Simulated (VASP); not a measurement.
# Al4O (P6/mmm) in VASP: a series of runs, part 2 of 2

VASP 6.6.1. Earlier steps stand in the parts before.

### 3 Relaxation of cell and atoms, PBE

This run uses another cell than the first one: it holds 5 atoms, not 10.

INCAR reads:

```
SYSTEM = Al4O
PREC     = Accurate       ! precision mode
ENCUT    = 600            ! plane-wave cutoff, eV
EDIFF    = 1E-6           ! SCF threshold, eV
ISMEAR   = 0              ! smearing method
SIGMA    = 0.1            ! smearing width, eV
LREAL    = .FALSE.        ! projectors in reciprocal space
LASPH    = .TRUE.         ! aspherical terms in the spheres
NELM     = 100            ! most SCF steps
ALGO     = Normal         ! electronic algorithm
ISIF     = 3              ! what is computed and relaxed
LWAVE    = .FALSE.        ! write WAVECAR
LCHARG   = .FALSE.        ! write CHGCAR
GGA      = PE             ! functional
IBRION   = 2              ! ionic algorithm
NSW      = 90             ! ionic steps
EDIFFG   = -0.04          ! ionic threshold
```

KPOINTS reads:

```
regular mesh
0
G
  6 6 6
  0 0 0
```

POSCAR reads:

```
Al4O
1.0
    5.6461871878      0.0000000000      0.0000000000
   -2.8230935939      4.8897415391      0.0000000000
    0.0000000000      0.0000000000      3.4322010279
Al O
4 1
Direct
    0.5000000000      0.0000000000      0.5000000000
    0.0000000000      0.5000000000      0.5000000000
    0.5000000000      0.5000000000      0.5000000000
    0.0000000000      0.0000000000      0.5000000000
    0.0000000000      0.0000000000      0.0000000000
```

Potentials or basis: VASP PAW PBE potentials, release 64 (Al, O).

Run with:

```bash
cat potpaw_PBE.64/Al/POTCAR potpaw_PBE.64/O/POTCAR > POTCAR
mpirun -np 1 vasp_std > vasp.out
```

OUTCAR:

```text
SYSTEM = Al4O
   PREC = Accurate
   ENCUT = 600
   EDIFF = 1E-6
   ISMEAR = 0
   LREAL = .FALSE.
   LASPH = .TRUE.
   NELM = 100
   ISIF = 3
   GGA = PE
   IBRION = 2
   NSW = 90
   EDIFFG = -0.04

 ion  position               nearest neighbor table
   1  0.500  0.000  0.500-   2 2.82   3 2.82   3 2.82   2 2.82   4 2.82   4 2.82
   2  0.000  0.500  0.500-   1 2.82   4 2.82   4 2.82   1 2.82   3 2.82   3 2.82
   3  0.500  0.500  0.500-   1 2.82   4 2.82   1 2.82   4 2.82   2 2.82   2 2.82
   4  0.000  0.000  0.500-   5 1.72   5 1.72   2 2.82   3 2.82   2 2.82   3 2.82   1 2.82   1 2.82

   5  0.000  0.000  0.000-   4 1.72   4 1.72

  LATTYP: Found a hexagonal cell.
 ALAT       =     5.6461871878
 C/A-ratio  =     0.6078794262

  Lattice vectors:

 A1 = (   5.6461871878,   0.0000000000,   0.0000000000)
 A2 = (  -2.8230935939,   4.8897415391,   0.0000000000)
 A3 = (   0.0000000000,   0.0000000000,   3.4322010279)

Analysis of symmetry for initial positions (statically):
=====================================================================
 Subroutine PRICEL returns:
 Original cell was already a primitive cell.

 Routine SETGRP: Setting up the symmetry group for a
 hexagonal supercell.

 Subroutine GETGRP returns: Found 24 space group operations
 (whereof 24 operations were pure point group operations)
 out of a pool of 24 trial point group operations.

The static configuration has the point symmetry D_6h.

Analysis of symmetry for dynamics (positions and initial velocities):
=====================================================================
 Subroutine PRICEL returns:
 Original cell was already a primitive cell.

 Routine SETGRP: Setting up the symmetry group for a
 hexagonal supercell.

 Subroutine GETGRP returns: Found 24 space group operations
 (whereof 24 operations were pure point group operations)
 out of a pool of 24 trial point group operations.
[... 148 lines left out ...]

 number of electron      18.0000001 magnetization

 Free energy of the ion-electron system (eV)
  ---------------------------------------------------
  ext. energy  EPLUGINS =         0.00000000
  ---------------------------------------------------
  free energy    TOTEN  =       -21.37534275 eV

  energy without entropy =      -21.36750293  energy(sigma->0) =      -21.37142284

------------------------ aborting loop because EDIFF is reached ----------------------------------------

  FORCE on cell =-STRESS in cart. coord.  units (eV):
  Direction    XX          YY          ZZ          XY          YZ          ZX
  --------------------------------------------------------------------------------------
  -------------------------------------------------------------------------------------
  Total       -0.0190566     -0.0190566     -0.7301693     -0.0000000     -0.0000000      0.0000000
  in kB       -0.3222122     -0.3222122    -12.3458283     -0.0000000     -0.0000000      0.0000000
  external PRESSURE =      -4.3300843 kB  Pullay stress =       0.0000000 kB
[... 65 lines left out ...]
--------------------------------------- Ionic step        3  -------------------------------------------

 number of electron      18.0000001 magnetization

 Free energy of the ion-electron system (eV)
  ---------------------------------------------------
  ext. energy  EPLUGINS =         0.00000000
  ---------------------------------------------------
  free energy    TOTEN  =       -21.37725749 eV

  energy without entropy =      -21.36940682  energy(sigma->0) =      -21.37333215

 E-fermi :   4.9366     XC(G=0):  -9.2204

 val. band max:        4.8630748927   @ k =   0.1667   0.0000   0.1667
 cond. band min:       4.9538135675   @ k =   0.1667   0.0000   0.5000
 fundamental gap:      0.0907386748
 Fermi energy:         4.9365684882

 k-point     1 :       0.0000    0.0000    0.0000
  band No.  band energies     occupation
      1     -14.0199      2.00000
      2      -3.2924      2.00000
      3      -0.8184      2.00000
      4      -0.1423      2.00000
      5      -0.1423      2.00000
      6       1.8428      2.00000
      7       2.1258      2.00000
      8       2.1258      2.00000
      9       4.9905      0.44523
     10       4.9905      0.44523
     11       5.2660      0.00000
     12       8.7728      0.00000
     13      10.5441      0.00000
[... 354 lines left out ...]
  band No.  band energies     occupation
      1     -13.6605      2.00000
      2      -3.3249      2.00000
      3      -0.6559      2.00000
      4       0.7736      2.00000
      5       1.1386      2.00000
      6       1.1647      2.00000
      7       2.3406      2.00000
      8       3.1682      2.00000
      9       3.7807      2.00000
     10       4.7398      1.99462
     11       6.2980      0.00000
     12       6.5915      0.00000
     13       7.0894      0.00000

 [... further k-points ...]

------------------------ aborting loop because EDIFF is reached ----------------------------------------

  FORCE on cell =-STRESS in cart. coord.  units (eV):
  Direction    XX          YY          ZZ          XY          YZ          ZX
  --------------------------------------------------------------------------------------
  -------------------------------------------------------------------------------------
  Total        0.0498302      0.0498302     -0.0011896      0.0000000      0.0000000     -0.0000000
  in kB        0.8471629      0.8471629     -0.0202244      0.0000000      0.0000000     -0.0000000
  external PRESSURE =       0.5580338 kB  Pullay stress =       0.0000000 kB
[... 20 lines left out ...]
  FREE ENERGIE OF THE ION-ELECTRON SYSTEM (eV)
  ---------------------------------------------------
  free  energy   TOTEN  =       -21.3772574918 eV

  energy  without entropy=      -21.3694068160  energy(sigma->0) =      -21.37333215

 reached required accuracy - stopping structural energy minimisation
```

OSZICAR:

```text
N       E                     dE             d eps       ncg     rms          rms(c)
DAV:   1     0.493468301997E+02    0.49347E+02   -0.72586E+03   728   0.125E+03
DAV:   2    -0.181571463835E+02   -0.67504E+02   -0.64165E+02  1059   0.162E+02
DAV:   3    -0.245012441547E+02   -0.63441E+01   -0.62557E+01   893   0.548E+01
DAV:   4    -0.245772675929E+02   -0.76023E-01   -0.75988E-01   858   0.693E+00
[... 22 lines left out ...]
DAV:   1    -0.213774937789E+02   -0.48787E-03   -0.11486E-02   728   0.939E-01    0.114E-01
DAV:   2    -0.213773382132E+02    0.15557E-03   -0.87004E-04   868   0.249E-01    0.465E-02
DAV:   3    -0.213772821228E+02    0.56090E-04   -0.16390E-04   929   0.127E-01    0.318E-02
DAV:   4    -0.213772581953E+02    0.23928E-04   -0.58589E-05   763   0.564E-02    0.675E-03
DAV:   5    -0.213772574918E+02    0.70354E-06   -0.46082E-06   773   0.187E-02
   3 F= -.21377257E+02 E0= -.21373332E+02  d E =-.191474E-02
```

Wall time 52 s (1 thread of AMD EPYC 9R45 (Zen 5), shared host); peak memory 0.22 GiB.

Results:

- Free energy: -21.3773 eV
- Relaxed volume: 18.85 Å³/atom
- Relaxed cell: a = 5.645 Å, b = 5.645 Å, c = 3.414 Å, α = 90.00°, β = 90.00°, γ = 120.00°
- Space group after relaxing (to 0.1 Å): P6/mmm (No. 191)
- Energy gained by relaxing: 0.4 meV/atom
- Ionic steps: 3
- Pressure after relaxing: 0.1 GPa
- Band gap on the k mesh: zero (bands 9 and 10 overlap by 2.60 eV)

Stress tensor (GPa, compression positive):
```
0.08 0.00 0.00
0.00 0.08 0.00
0.00 0.00 0.00
```

The path:
```csv
step,energy change (eV),largest force (eV/Å),pressure (GPa),volume (Å³)
1,0.0000,0.0000,-0.43,94.76
2,-0.0017,0.0000,0.24,94.06
3,-0.0019,0.0000,0.06,94.24
```

Final structure:
```
Al O
1.0
     5.64542    0.00000    0.00000
    -2.82271    4.88908    0.00000
     0.00000    0.00000    3.41439
Al O
4 1
Direct
  0.50000 0.00000 0.50000
  0.00000 0.50000 0.50000
  0.50000 0.50000 0.50000
  0.00000 0.00000 0.50000
  0.00000 0.00000 0.00000
```

### 4 Single point, PBE

This run uses another cell than the first one: it holds 5 atoms, not 10.

INCAR reads:

```
SYSTEM = Al4O
ALGO = Normal ; EDIFF = 1E-7
ENCUT = 520 ; GGA = PE
ISIF = 2 ; ISMEAR = 0
LASPH = .True. ; LCHARG = .False.
LREAL = .False. ; LWAVE = .False.
NBANDS = 17 ; NELM = 60
PREC = Accurate ; SIGMA = 0.1
```

KPOINTS reads:

```
k-points
0
Gamma
  12 12 12
  0 0 0
```

POSCAR, as its differences from that of step 3:

```diff
@@ -2,5 +2,5 @@
 1.0
-    5.6461871878      0.0000000000      0.0000000000
-   -2.8230935939      4.8897415391      0.0000000000
-    0.0000000000      0.0000000000      3.4322010279
+    5.6593473487      0.0000000000      0.0000000000
+   -2.8296736744      4.9011385729      0.0000000000
+    0.0000000000      0.0000000000      3.4122015800
 Al O
```

Potentials or basis: VASP PAW PBE potentials, release 64 (Al, O).

Run with:

```bash
cat potpaw_PBE.64/Al/POTCAR potpaw_PBE.64/O/POTCAR > POTCAR
mpirun -np 1 vasp_std > vasp.out
```

OUTCAR:

```text
SYSTEM = Al4O
   EDIFF = 1E-7
   ENCUT = 520
   GGA = PE
   ISIF = 2
   ISMEAR = 0
   LASPH = .True.
   LREAL = .False.
   NELM = 60
   PREC = Accurate

 ion  position               nearest neighbor table
   1  0.500  0.000  0.500-   4 2.83   4 2.83   2 2.83   2 2.83   3 2.83   3 2.83
   2  0.000  0.500  0.500-   3 2.83   3 2.83   1 2.83   1 2.83   4 2.83   4 2.83
   3  0.500  0.500  0.500-   2 2.83   2 2.83   4 2.83   4 2.83   1 2.83   1 2.83
   4  0.000  0.000  0.500-   5 1.71   5 1.71   1 2.83   1 2.83   3 2.83   3 2.83   2 2.83   2 2.83

   5  0.000  0.000  0.000-   4 1.71   4 1.71

  LATTYP: Found a hexagonal cell.
 ALAT       =     5.6593473487
 C/A-ratio  =     0.6029319937

  Lattice vectors:

 A1 = (   5.6593473487,   0.0000000000,   0.0000000000)
 A2 = (  -2.8296736744,   4.9011385729,   0.0000000000)
 A3 = (   0.0000000000,   0.0000000000,   3.4122015800)

Analysis of symmetry for initial positions (statically):
=====================================================================
[... 181 lines left out ...]
 cond. band min:       4.8868384198   @ k =   0.2500   0.0000   0.1667
 fundamental gap:      0.0278926188
 Fermi energy:         4.8819331486

 k-point     1 :       0.0000    0.0000    0.0000
  band No.  band energies     occupation
      1     -14.0446      2.00000
      2      -3.3004      2.00000
      3      -0.8434      2.00000
      4      -0.1613      2.00000
      5      -0.1613      2.00000
      6       1.8256      2.00000
[... 457 lines left out ...]
      4      -0.7007      2.00000
      5      -0.5091      2.00000
      6       1.1773      2.00000
[... 9 lines left out ...]
     16      11.5766      0.00000
     17      12.0705      0.00000

 [... further k-points ...]

------------------------ aborting loop because EDIFF is reached ----------------------------------------

  FORCE on cell =-STRESS in cart. coord.  units (eV):
  Direction    XX          YY          ZZ          XY          YZ          ZX
  --------------------------------------------------------------------------------------
  -------------------------------------------------------------------------------------
  Total       -0.0516824     -0.0516824      0.1145522      0.0000000     -0.0000000      0.0000000
  in kB       -0.8748930     -0.8748930      1.9391697      0.0000000     -0.0000000      0.0000000
  external PRESSURE =       0.0631279 kB  Pullay stress =       0.0000000 kB

 VOLUME and BASIS-vectors are now :
 -----------------------------------------------------------------------------
  energy-cutoff  :      520.00
  volume of cell :       94.65
      direct lattice vectors                 reciprocal lattice vectors
     5.659347349  0.000000000  0.000000000     0.176698820  0.102017111  0.000000000
    -2.829673674  4.901138573  0.000000000     0.000000000  0.204034223  0.000000000
     0.000000000  0.000000000  3.412201580     0.000000000  0.000000000  0.293065921

 POSITION                                       TOTAL-FORCE (eV/Angst)
 -----------------------------------------------------------------------------------
      2.82967      0.00000      1.70610        -0.000000      0.000000      0.000000
     -1.41484      2.45057      1.70610         0.000000      0.000000      0.000000
      1.41484      2.45057      1.70610         0.000000      0.000000      0.000000
      0.00000      0.00000      1.70610         0.000000      0.000000      0.000000
      0.00000      0.00000      0.00000        -0.000000      0.000000      0.000000
 -----------------------------------------------------------------------------------
    total drift:                                0.000000      0.000000      0.000000

  FREE ENERGIE OF THE ION-ELECTRON SYSTEM (eV)
  ---------------------------------------------------
  free  energy   TOTEN  =       -21.3105055516 eV

  energy  without entropy=      -21.3003198734  energy(sigma->0) =      -21.30541271
```

stdout:

```text
POSCAR found type information on POSCAR AlO
 POSCAR found :  2 types and       5 ions
 scaLAPACK will be used
 LDA part: xc-table for (Slater+PW92), standard interpolation
 POSCAR, INCAR and KPOINTS ok, starting setup
 FFT: planning ... GRIDC
 FFT: planning ... GRID_SOFT
 FFT: planning ... GRID
 WAVECAR not read
 entering main loop
```

Wall time 2.1 min (1 thread of AMD EPYC 9R45 (Zen 5), shared host); peak memory 0.29 GiB.

What came out:

```yaml
Free_energy: -21.3105 eV
Pressure: 0.0 GPa
Band_gap_on_the_k_mesh: zero (bands 9 and 10 overlap by 2.57 eV)
```

### 5 Relaxation of cell and atoms, PBE, collinear spin, ferromagnetic start

This run uses another cell than the first one: it holds 5 atoms, not 10.

INCAR reads:

```
SYSTEM = Al4O
PREC = Accurate
ENCUT = 600
EDIFF = 1E-6
ISMEAR = 0
SIGMA = 0.1
LREAL = .FALSE.
LASPH = .TRUE.
NELM = 150
ALGO = Normal
ISIF = 3
LWAVE = .FALSE.
LCHARG = .FALSE.
ISPIN = 2
MAGMOM = 0 0 0 0 1
LORBIT = 11
GGA = PE
IBRION = 2
NSW = 90
EDIFFG = -0.04
```

KPOINTS reads:

```
regular mesh
0
G
  6 6 4
  0 0 0
```

POSCAR, as its differences from that of step 4:

```diff
@@ -2,5 +2,5 @@
 1.0
-    5.6593473487      0.0000000000      0.0000000000
-   -2.8296736744      4.9011385729      0.0000000000
-    0.0000000000      0.0000000000      3.4122015800
+    4.2160283300      0.0000000000      0.0000000000
+   -2.1080141700      3.6511876400      0.0000000000
+    0.0000000000      0.0000000000      5.6174437200
 Al O
```

Run with:

```bash
cat potpaw_PBE.64/Al/POTCAR potpaw_PBE.64/O/POTCAR > POTCAR
mpirun -np 1 vasp_std > vasp.out
```

It took 9.6 min on 1 thread of AMD EPYC 9R45 (Zen 5), shared host; peak memory 0.28 GiB.

The run converged. Its results:

```yaml
Free_energy: -21.0788 eV
Relaxed_volume: 18.44 Å³/atom
Relaxed_cell: a = 5.561 Å, b = 5.561 Å, c = 3.444 Å, α = 90.00°, β = 90.00°, γ = 120.00°
Space_group_after_relaxing_to_0.1_Å: P6/mmm (No. 191)
Pressure_after_relaxing: 0.0 GPa
Band_gap_on_the_k_mesh: zero (filled and empty bands overlap)
Net_moment: 0.00 μB per cell
Valence_electrons_inside_the_program's_atomic_spheres: Al 0.77, 0.79 (each value once); O 5.14
```

Final structure:
```yaml
crystal:
  lattice:
    - [5.56075, 0.00000, 0.00000]
    - [-2.78037, 4.81575, 0.00000]
    - [0.00000, 0.00000, 3.44372]
  atoms:
    - { symbol: Al, position: [0.50000, 0.00000, 0.50000] }
    - { symbol: Al, position: [0.00000, 0.50000, 0.50000] }
    - { symbol: Al, position: [0.50000, 0.50000, 0.50000] }
    - { symbol: Al, position: [0.00000, 0.00000, 0.50000] }
    - { symbol: O, position: [0.00000, 0.00000, 0.00000] }
```

Levels at points of the mesh, in eV from the Fermi level:
Spin up:
| k point | band 5 | band 6 | band 7 | band 8 | band 9 | band 10 | band 11 | band 12 | band 13 | band 14 |
| --- | --- | --- | --- | --- | --- | --- | --- | --- | --- | --- |
| (0.00, 0.00, 0.00) | -5.06 | -3.15 | -2.70 | -2.70 | 0.09 | 0.09 | 0.30 | 3.57 | 5.45 | 7.88 |
| (0.50, 0.00, 0.00) | -5.60 | -3.17 | -3.03 | -1.53 | 1.36 | 2.50 | 2.76 | 2.87 | 4.04 | 4.67 |
| (0.00, 0.00, 0.50) | -3.68 | -2.89 | -1.89 | -1.82 | -1.82 | -0.73 | -0.73 | 1.60 | 1.60 | 2.91 |
| (0.50, 0.00, 0.50) | -4.20 | -3.77 | -2.86 | -1.05 | -1.03 | -0.86 | 1.89 | 2.51 | 2.52 | 4.06 |
Spin down:
| k point | band 7 | band 8 | band 9 | band 10 | band 11 | band 12 |
| --- | --- | --- | --- | --- | --- | --- |
| (0.00, 0.00, 0.00) | -2.70 | -2.70 | 0.09 | 0.09 | 0.30 | 3.57 |
| (0.50, 0.00, 0.00) | -3.03 | -1.53 | 1.36 | 2.50 | 2.76 | 2.87 |
| (0.00, 0.00, 0.50) | -1.89 | -1.82 | -1.82 | -0.73 | -0.73 | 1.60 |
| (0.50, 0.00, 0.50) | -2.86 | -1.05 | -1.03 | -0.86 | 1.89 | 2.51 |

Caveat: a cell axis changed by over 15 % at a fixed basis, so the end point is rough.

### 6 Overview

| task | spin | cell | k mesh | cutoff (eV) | smearing | gap on the mesh (eV) | pressure (GPa) | relaxed volume (Å³/atom) |
| --- | --- | --- | --- | --- | --- | --- | --- | --- |
| single point | off | a = 5.659, b = 5.659, c = 6.824 Å, angles 90.0, 90.0, 120.0°, 10 atoms, atomic positions A | 6 × 6 × 4 | 520 | gaussian 0.2 eV | none | -0.1 | - |
| relaxation of cell and atoms | off | relaxed from a = 5.646, b = 5.646, c = 3.432 Å, angles 90.0, 90.0, 120.0°, 5 atoms, atomic positions B | 6 × 6 × 6 | 600 | gaussian 0.1 eV | none | 0.1 | 18.85 |
| single point | off | a = 5.659, b = 5.659, c = 3.412 Å, angles 90.0, 90.0, 120.0°, 5 atoms, atomic positions B | 12 × 12 × 12 | 520 | gaussian 0.1 eV | none | 0.0 | - |
| relaxation of cell and atoms | collinear, ferromagnetic start | relaxed from a = 4.216, b = 4.216, c = 5.617 Å, angles 90.0, 90.0, 120.0°, 5 atoms, atomic positions B | 6 × 6 × 4 | 600 | gaussian 0.1 eV | none | 0.0 | 18.44 |

Alike in all rows: level PBE; potentials or basis VASP PAW PBE potentials, release 64 (Al, O).

Caveats: a cell axis changed by over 15 % at a fixed basis, so the end point is rough (at least some runs).

Absolute energies hang on the potentials; compare differences alone.
